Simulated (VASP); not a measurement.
# Pt (Fd-3m) in VASP: further runs

The runs below take Pt through single point, relaxation of cell and atoms, with RPBE.

Everything below comes from runs of VASP 6.6.1. Logs are shortened: lines on timing, memory, paths and dates and some standing lists are left out, and cuts for length are marked.

### Step 1. The cell of the first run

Symmetry: Fd-3m, No. 227, cubic system. Conventional cell: a = 5.981 Å, b = 5.981 Å, c = 5.981 Å, α = 90.00°, β = 90.00°, γ = 90.00°. Pt (site symmetry -43m) has 4 Pt at 2.59 Å within 3.4 Å.

### Step 2. Single point, RPBE (volume scaled by 1.08)

INCAR reads:

```
PREC = Accurate
ENCUT = 520
EDIFF = 1E-6
ISMEAR = -1
SIGMA = 0.1
LREAL = False
LASPH = True
NELM = 60
ALGO = Normal
ISIF = 2
LWAVE = False
LCHARG = False
GGA = RP
NBANDS = 17
```

KPOINTS reads:

```
regular mesh
0
Gamma
  11 11 11
```

POSCAR reads:

```
Pt
1.0
    0.0000000000      2.9904089359      2.9904089359
    2.9904089359      0.0000000000      2.9904089359
    2.9904089359      2.9904089359      0.0000000000
Pt
2
Direct
    0.1250000000      0.1250000000      0.1250000000
    0.8750000000      0.8750000000      0.8750000000
```

Potentials or basis: VASP PAW PBE potentials, release 64 (Pt).

On the command line:

```
$ cat potpaw_PBE.64/Pt/POTCAR > POTCAR
$ mpirun -np 1 vasp_std > vasp.out
```

OUTCAR:

```text
PREC = Accurate
   ENCUT = 520
   EDIFF = 1E-6
   ISMEAR = -1
   LREAL = False
   LASPH = True
   NELM = 60
   ISIF = 2
   GGA = RP

 ion  position               nearest neighbor table
   1  0.125  0.125  0.125-   2 2.59   2 2.59   2 2.59   2 2.59
   2  0.875  0.875  0.875-   1 2.59   1 2.59   1 2.59   1 2.59

  LATTYP: Found a face centered cubic cell.
 ALAT       =     5.9808178718

  Lattice vectors:

 A1 = (   0.0000000000,   2.9904089359,   2.9904089359)
 A2 = (   2.9904089359,   0.0000000000,   2.9904089359)
 A3 = (   2.9904089359,   2.9904089359,   0.0000000000)

Analysis of symmetry for initial positions (statically):
=====================================================================
 Subroutine PRICEL returns:
 Original cell was already a primitive cell.

 Routine SETGRP: Setting up the symmetry group for a
 face centered cubic supercell.

 Subroutine GETGRP returns: Found 48 space group operations
 (whereof 12 operations were pure point group operations)
 out of a pool of 48 trial point group operations.

The static configuration has the point symmetry D_3d.
 The point group associated with its full space group is O_h .

Analysis of symmetry for dynamics (positions and initial velocities):
=====================================================================
 Subroutine PRICEL returns:
 Original cell was already a primitive cell.

 Routine SETGRP: Setting up the symmetry group for a
 face centered cubic supercell.

 Subroutine GETGRP returns: Found 48 space group operations
 (whereof 12 operations were pure point group operations)
 out of a pool of 48 trial point group operations.

The dynamic configuration has the point symmetry D_3d.
 The point group associated with its full space group is O_h .

 Subroutine INISYM returns: Found 48 space group operations
 (whereof 12 operations are pure point group operations),
 and found     1 'primitive' translations

----------------------------------------------------------------------------------------

                                     Primitive cell

  volume of cell :      53.4837

  direct lattice vectors                    reciprocal lattice vectors
     0.000000000  2.990408936  2.990408936    -0.167201213  0.167201213  0.167201213
     2.990408936  0.000000000  2.990408936     0.167201213 -0.167201213  0.167201213
     2.990408936  2.990408936  0.000000000     0.167201213  0.167201213 -0.167201213

  length of vectors
     4.229076874  4.229076874  4.229076874     0.289600995  0.289600995  0.289600995

  position of ions in fractional coordinates (direct lattice)
     0.125000000  0.125000000  0.125000000
     0.875000000  0.875000000  0.875000000

  ion indices of the primitive-cell ions
   primitive index   ion index
                 1           1
                 2           2

----------------------------------------------------------------------------------------

 KPOINTS: regular mesh

Automatic generation of k-mesh.
 Grid dimensions read from file:
 generate k-points for:   11   11   11

 Generating k-lattice:

  Cartesian coordinates                     Fractional coordinates (reciprocal lattice)
    -0.015200110  0.015200110  0.015200110     0.090909091  0.000000000  0.000000000
     0.015200110 -0.015200110  0.015200110     0.000000000  0.090909091  0.000000000
     0.015200110  0.015200110 -0.015200110     0.000000000  0.000000000  0.090909091

  Length of vectors
     0.026327363  0.026327363  0.026327363

  Shift w.r.t. Gamma in fractional coordinates (k-lattice)
     0.000000000  0.000000000  0.000000000

 Subroutine IBZKPT returns following result:
 ===========================================

 Found     56 irreducible k-points:

 Following reciprocal coordinates:
            Coordinates               Weight
  0.000000  0.000000  0.000000      1.000000
  0.090909  0.000000  0.000000      8.000000
  0.181818  0.000000  0.000000      8.000000
  0.272727  0.000000  0.000000      8.000000
  0.363636  0.000000  0.000000      8.000000
  0.454545  0.000000  0.000000      8.000000
[... 16 lines left out ...]
 -0.272727  0.181818  0.000000     24.000000
 -0.181818  0.181818  0.000000     12.000000
 [... further k-points ...]
   k-points           NKPTS =     56   k-points in BZ     NKDIM =     56   number of bands    NBANDS=     17
   number of dos      NEDOS =    301   number of ions     NIONS =      2
   total plane-waves  NPLWV =  32768
   dimension x,y,z NGX =    32 NGY =   32 NGZ =   32
   dimension x,y,z NGXF=    64 NGYF=   64 NGZF=   64
   ions per type =               2
   NGX,Y,Z   is equivalent  to a cutoff of  12.58, 12.58, 12.58 a.u.
   NGXF,Y,Z  is equivalent  to a cutoff of  25.16, 25.16, 25.16 a.u.
 SYSTEM =  unknown system
   PREC   = accura    normal or accurate (medium, high low for compatibility)
   ISTART =      0    job   : 0-new  1-cont  2-samecut
   ICHARG =      2    charge: 1-file 2-atom 10-const
   ISPIN  =      1    spin polarized calculation?
   LNONCOLLINEAR =      F non collinear calculations
   LSORBIT =      F    spin-orbit coupling
   LASPH  =      T    aspherical Exc in radial PAW
   ENCUT  =  520.0 eV  38.22 Ry    6.18 a.u.   7.86  7.86  7.86*2*pi/ulx,y,z
   NELM   =     60;   NELMIN=  2; NELMDL= -5     # of ELM steps
   EDIFF  = 0.1E-05   stopping-criterion for ELM
   LREAL  =      F    real-space projection
   EDIFFG = 0.1E-04   stopping-criterion for IOM
   NSW    =      0    number of steps for IOM
   IBRION =     -1    ionic relax: 0-MD 1-quasi-New 2-CG
   NFREE  =      0    steps in history (QN), initial steepest desc. (CG)
   ISIF   =      2    stress and relaxation
   ISYM   =      2    0-nonsym 1-usesym 2-fastsym
   POTIM  = 0.5000    time-step for ionic-motion
   TEBEG  =    0.0;   TEEND  =   0.0 temperature during run
   PSTRESS=    0.0 pullay stress
   NELECT =      20.0000    total number of electrons
   NUPDOWN=      -1.0000    fix difference up-down
   EMIN   =  10.00;   EMAX   =-10.00  energy-range for DOS
   EFERMI =   0.00;   METHOD = LEGACY
   ISMEAR =    -1;   SIGMA  =   0.10  broadening in eV -4-tet -1-fermi 0-gaus
   EFERMI_NEDOS =   21; number of points for ismear=-14 and -15
   IALGO  =     38    algorithm
   IMIX   =      4    mixing-type and parameters
     AMIX     =   0.40;   BMIX     =  1.00
     AMIX_MAG =   1.60;   BMIX_MAG =  1.00
  volume/ion in A,a.u.               =      26.74       180.46
  Fermi-wavevector in a.u.,A,eV,Ry     =   1.179445  2.228827 18.926926  1.391090
  Thomas-Fermi vector in A             =   2.315755
   LORBIT       =      0    0 simple, 1 ext, 2 COOP (PROOUT), +10 PAW based schemes
   GGA     = RP    functional components
   LHFCALC =     F    Hartree Fock is set to
   AEXX    =    0.0000 exact exchange contribution
   IVDW    =     0    specifies the selected vdW correction
   LEPSILON=     F    determine dielectric tensor
   LRPA    =     F    only Hartree local field effects (RPA)
 non-spin polarized calculation
  energy-cutoff  :      520.00
  volume of cell :       53.48
 maximum number of plane-waves:      1459
   NGX = 15   NGY = 15   NGZ = 15

 number of electron      20.0000001 magnetization

 Free energy of the ion-electron system (eV)
  ---------------------------------------------------
  ext. energy  EPLUGINS =         0.00000000
  ---------------------------------------------------
  free energy    TOTEN  =        -8.96617882 eV

  energy without entropy =       -8.78999122  energy(sigma->0) =       -8.87808502

 E-fermi :   3.9560     XC(G=0):  -9.7010

 val. band max:        3.9551165293   @ k =  -0.3636   0.2727   0.0000
 cond. band min:       3.9575428968   @ k =   0.2727   0.0909   0.0000
 fundamental gap:      0.0024263675
 Fermi energy:         3.9559771270

 k-point     1 :       0.0000    0.0000    0.0000
  band No.  band energies     occupation
      1      -2.2233      2.00000
      2       0.1884      2.00000
      3       0.1884      2.00000
      4       0.2681      2.00000
      5       0.2681      2.00000
      6       0.2681      2.00000
[... 9 lines left out ...]
     16      14.6630      0.00000
     17      15.6625      0.00000

 k-point     2 :       0.0909    0.0000    0.0000
  band No.  band energies     occupation
      1      -2.1148      2.00000
      2       0.0754      2.00000
      3       0.0754      2.00000
      4       0.2579      2.00000
      5       0.4160      2.00000
      6       0.4160      2.00000
[... 9 lines left out ...]
     16      14.9642      0.00000
     17      16.2414      0.00000

 k-point     3 :       0.1818    0.0000    0.0000
  band No.  band energies     occupation
      1      -1.8075      2.00000
      2      -0.0060      2.00000
      3      -0.0060      2.00000
      4       0.2316      2.00000
      5       0.5758      2.00000
      6       0.5758      2.00000
[... 9 lines left out ...]
     16      15.7617      0.00000
     17      16.1332      0.00000

 k-point     4 :       0.2727    0.0000    0.0000
  band No.  band energies     occupation
      1      -1.3674      2.00000
      2      -0.0143      2.00000
      3      -0.0143      2.00000
      4       0.1983      2.00000
      5       0.6449      2.00000
      6       0.6449      2.00000
[... 9 lines left out ...]
     16      15.2619      0.00000
     17      16.6262      0.00000

 k-point     5 :       0.3636    0.0000    0.0000
  band No.  band energies     occupation
      1      -0.9277      2.00000
      2       0.0436      2.00000
      3       0.0436      2.00000
      4       0.1630      2.00000
      5       0.5967      2.00000
      6       0.5967      2.00000
[... 9 lines left out ...]
     16      14.7275      0.00000
     17      16.5382      0.00000

 k-point     6 :       0.4545    0.0000    0.0000
  band No.  band energies     occupation
      1      -0.6569      2.00000
      2       0.1279      2.00000
      3       0.1279      2.00000
      4       0.1320      2.00000
      5       0.4995      2.00000
      6       0.4995      2.00000
[... 9 lines left out ...]
     16      14.3146      0.00000
     17      16.4851      0.00000

 k-point     7 :       0.0909    0.0909    0.0000
  band No.  band energies     occupation
      1      -2.0777      2.00000
      2      -0.0423      2.00000
      3       0.2534      2.00000
      4       0.2634      2.00000
      5       0.2634      2.00000
      6       0.5272      2.00000
[... 9 lines left out ...]
     16      15.0993      0.00000
     17      16.4885      0.00000

 k-point     8 :       0.1818    0.0909    0.0000
  band No.  band energies     occupation
      1      -1.8337      2.00000
      2      -0.1407      2.00000
      3       0.1627      2.00000
      4       0.2434      2.00000
      5       0.4325      2.00000
      6       0.6879      2.00000
[... 9 lines left out ...]
     16      14.7749      0.00000
     17      16.3694      0.00000
[... 203 lines left out ...]
      1      -0.8705      2.00000
      2      -0.3019      2.00000
      3       0.1379      2.00000
      4       0.1946      2.00000
      5       0.6816      2.00000
      6       0.9907      2.00000
[... 9 lines left out ...]
     16      15.2615      0.00000
     17      17.3590      0.00000

 k-point    20 :       0.4545    0.1818    0.0000
  band No.  band energies     occupation
      1      -0.5109      2.00000
      2      -0.2558      2.00000
      3       0.0913      2.00000
      4       0.1453      2.00000
      5       0.7633      2.00000
      6       0.8853      2.00000
[... 9 lines left out ...]
     16      16.6204      0.00000
     17      16.8574      0.00000

 k-point    21 :      -0.4545    0.1818    0.0000
  band No.  band energies     occupation
      1      -0.3714      2.00000
      2      -0.2017      2.00000
      3       0.0473      2.00000
      4       0.1451      2.00000
      5       0.7167      2.00000
      6       0.8802      2.00000
[... 9 lines left out ...]
     16      16.2312      0.00000
     17      17.8514      0.00000

 k-point    22 :      -0.3636    0.1818    0.0000
  band No.  band energies     occupation
      1      -0.4752      2.00000
      2      -0.1290      2.00000
      3      -0.0686      2.00000
      4       0.2541      2.00000
      5       0.5417      2.00000
      6       1.0135      2.00000
[... 9 lines left out ...]
     16      15.8766      0.00000
     17      17.5089      0.00000

 k-point    23 :      -0.2727    0.1818    0.0000
  band No.  band energies     occupation
      1      -0.7849      2.00000
      2      -0.1557      2.00000
      3      -0.0251      2.00000
      4       0.2710      2.00000
      5       0.4740      2.00000
      6       1.0720      2.00000
[... 9 lines left out ...]
     16      15.6883      0.00000
     17      17.0462      0.00000

 k-point    24 :      -0.1818    0.1818    0.0000
  band No.  band energies     occupation
      1      -1.2053      2.00000
      2      -0.1815      2.00000
      3       0.1030      2.00000
      4       0.1832      2.00000
      5       0.5012      2.00000
      6       0.9701      2.00000
[... 9 lines left out ...]
     16      15.5831      0.00000
     17      15.8877      0.00000

 [... further k-points ...]

------------------------ aborting loop because EDIFF is reached ----------------------------------------

  FORCE on cell =-STRESS in cart. coord.  units (eV):
  Direction    XX          YY          ZZ          XY          YZ          ZX
  --------------------------------------------------------------------------------------
  -------------------------------------------------------------------------------------
  Total       -2.1380765     -2.1380765     -2.1380765     -0.0000000      0.0000000      0.0000000
  in kB      -64.0489611    -64.0489611    -64.0489611     -0.0000000      0.0000000      0.0000000
  external PRESSURE =     -64.0489611 kB  Pullay stress =       0.0000000 kB

 VOLUME and BASIS-vectors are now :
 -----------------------------------------------------------------------------
  energy-cutoff  :      520.00
  volume of cell :       53.48
      direct lattice vectors                 reciprocal lattice vectors
     0.000000000  2.990408936  2.990408936    -0.167201213  0.167201213  0.167201213
     2.990408936  0.000000000  2.990408936     0.167201213 -0.167201213  0.167201213
     2.990408936  2.990408936  0.000000000     0.167201213  0.167201213 -0.167201213

 POSITION                                       TOTAL-FORCE (eV/Angst)
 -----------------------------------------------------------------------------------
      0.74760      0.74760      0.74760        -0.000000     -0.000000     -0.000000
      5.23322      5.23322      5.23322         0.000000      0.000000      0.000000
 -----------------------------------------------------------------------------------
    total drift:                                0.000000      0.000000     -0.000000

  FREE ENERGIE OF THE ION-ELECTRON SYSTEM (eV)
  ---------------------------------------------------
  free  energy   TOTEN  =        -8.9661788182 eV

  energy  without entropy=       -8.7899912188  energy(sigma->0) =       -8.87808502
```

Run time: 24 s. Hardware: 1 thread of Intel Xeon Platinum 8488C (Sapphire Rapids), shared host; peak memory 0.2 GiB.

What came out:

* Free energy: -8.9662 eV
* Pressure: -6.4 GPa
* Band gap on the k mesh: zero (band 10 reaches 4.12 eV, above the bottom of band 11 at 3.61 eV)

Levels at points of the mesh, in eV from the Fermi level:
| k point | band 7 | band 8 | band 9 | band 10 | band 11 | band 12 | band 13 | band 14 |
| --- | --- | --- | --- | --- | --- | --- | --- | --- |
| (0.00, 0.00, 0.00) | -1.54 | -1.54 | -1.54 | -0.12 | -0.12 | 9.82 | 10.38 | 10.71 |

Caveat: the cell differs from its parent crystal (volume scaled by 1.08); the PAW data sets were made with another functional, which shifts forces and pressure a little; spin-orbit coupling is left out, which moves the levels of the heavy elements.

### Step 3. Single point, RPBE (volume scaled by 1.12)

INCAR reads:

```
SYSTEM = Pt
PREC     = Accurate       ! precision mode
ENCUT    = 520            ! plane-wave cutoff, eV
EDIFF    = 1E-7           ! SCF threshold, eV
ISMEAR   = -1             ! smearing method
SIGMA    = 0.1            ! smearing width, eV
LREAL    = .False.        ! projectors in reciprocal space
LASPH    = .True.         ! aspherical terms in the spheres
NELM     = 60             ! most SCF steps
ALGO     = Normal         ! electronic algorithm
ISIF     = 2              ! what is computed and relaxed
LWAVE    = .False.        ! write WAVECAR
LCHARG   = .False.        ! write CHGCAR
GGA      = RP             ! functional
NBANDS   = 17             ! bands
```

KPOINTS reads:

```
Automatic mesh
0
Gamma
  11 11 11
  0 0 0
```

POSCAR reads:

```
Pt
1.0
    0.0000000000      3.0268809320      3.0268809320
    3.0268809320      0.0000000000      3.0268809320
    3.0268809320      3.0268809320      0.0000000000
Pt
2
Direct
    0.1250000000      0.1250000000      0.1250000000
    0.8750000000      0.8750000000      0.8750000000
```

Potentials or basis: VASP PAW PBE potentials, release 64 (Pt).

On the command line:

```
$ cat potpaw_PBE.64/Pt/POTCAR > POTCAR
$ mpirun -np 1 vasp_std > vasp.out
```

It took 30 s on 1 thread of Intel Xeon Platinum 8488C (Sapphire Rapids), shared host; peak memory 0.2 GiB.

Results (log left out):

```yaml
Free_energy: -8.8749 eV
Pressure: -8.4 GPa
Band_gap_on_the_k_mesh: zero (band 10 reaches 3.73 eV, above the bottom of band 11 at 3.25 eV)
```

Levels at points of the mesh, in eV from the Fermi level:
```csv
k point,band 8,band 9,band 10,band 11,band 12,band 13
"(0.00, 0.00, 0.00)",-1.45,-1.45,-0.13,-0.13,9.55,10.29
```

Caveat: the cell differs from its parent crystal (volume scaled by 1.12); the PAW data sets were made with another functional, which shifts forces and pressure a little; spin-orbit coupling is left out, which moves the levels of the heavy elements.

### Step 4. Relaxation of cell and atoms, RPBE

This run uses another cell than the first one, of 20.38 Å³/atom, 0.762 times its volume.

INCAR reads:

```
SYSTEM = Pt
PREC = Accurate ; ENCUT = 600
EDIFF = 1E-6 ; ISMEAR = -1
SIGMA = 0.1 ; LREAL = .FALSE.
LASPH = .TRUE. ; NELM = 60
ALGO = Normal ; ISIF = 3
LWAVE = .FALSE. ; LCHARG = .FALSE.
GGA = RP ; IBRION = 2
NSW = 80 ; EDIFFG = -0.01
```

KPOINTS reads:

```
regular mesh
0
G
  10 10 10
  0 0 0
```

POSCAR reads:

```
Pt
1.0
    0.0000000000      2.7314125730      2.7314125730
    2.7314125730      0.0000000000      2.7314125730
    2.7314125730      2.7314125730      0.0000000000
Pt
2
Direct
    0.1250000000      0.1250000000      0.1250000000
    0.8750000000      0.8750000000      0.8750000000
```

On the command line:

```
$ cat potpaw_PBE.64/Pt/POTCAR > POTCAR
$ mpirun -np 1 vasp_std > vasp.out
```

Run time: 68 s. Hardware: 1 thread of Intel Xeon Platinum 8488C (Sapphire Rapids), shared host; peak memory 0.2 GiB.

It converged, with:

- Free energy: -9.0518 eV
- Relaxed volume: 24.68 Å³/atom
- Relaxed cell: a = 4.117 Å, b = 4.117 Å, c = 4.117 Å, α = 60.00°, β = 60.00°, γ = 60.00°
- Space group after relaxing (to 0.05 Å): Fd-3m (No. 227)
- Energy gained by relaxing: 357.8 meV/atom
- Ionic steps: 5
- Pressure after relaxing: 0.0 GPa
- Band gap on the k mesh: zero (band 10 reaches 5.02 eV, above the bottom of band 11 at 4.46 eV)

Step by step:
```tsv
step	energy change (eV)	largest force (eV/Å)	pressure (GPa)	volume (Å³)
1	0.0000	0.0000	32.54	40.76
2	0.5543	0.0000	-12.91	70.37
3	-0.7080	0.0000	-2.13	50.47
4	-0.7149	0.0000	-0.67	49.70
5	-0.7156	0.0000	0.00	49.36
```

Final structure:
```
CELL_PARAMETERS angstrom
0.00000 2.91139 2.91139
2.91139 0.00000 2.91139
2.91139 2.91139 0.00000
ATOMIC_POSITIONS crystal
Pt 0.12500 0.12500 0.12500
Pt 0.87500 0.87500 0.87500
```

Levels at points of the mesh, in eV from the Fermi level:
| k point | band 6 | band 7 | band 8 | band 9 | band 10 | band 11 | band 12 | band 13 | band 14 |
| --- | --- | --- | --- | --- | --- | --- | --- | --- | --- |
| (0.00, 0.00, 0.00) | -4.12 | -1.75 | -1.75 | -1.75 | -0.10 | -0.10 | 10.35 | 10.59 | 11.35 |
| (0.50, 0.00, 0.00) | -3.94 | -1.31 | -1.31 | -1.12 | -0.39 | -0.39 | 0.73 | 7.85 | 7.85 |
| (0.50, 0.50, 0.00) | -3.19 | -2.34 | -2.34 | -0.15 | -0.15 | 1.27 | 1.27 | 3.96 | 3.96 |

Caveat: the volume moved by over 15 % at a fixed basis, so the end points are rough; the PAW data sets were made with another functional, which shifts forces and pressure a little; spin-orbit coupling is left out, which moves the levels of the heavy elements.

[end of part 1 of 2]
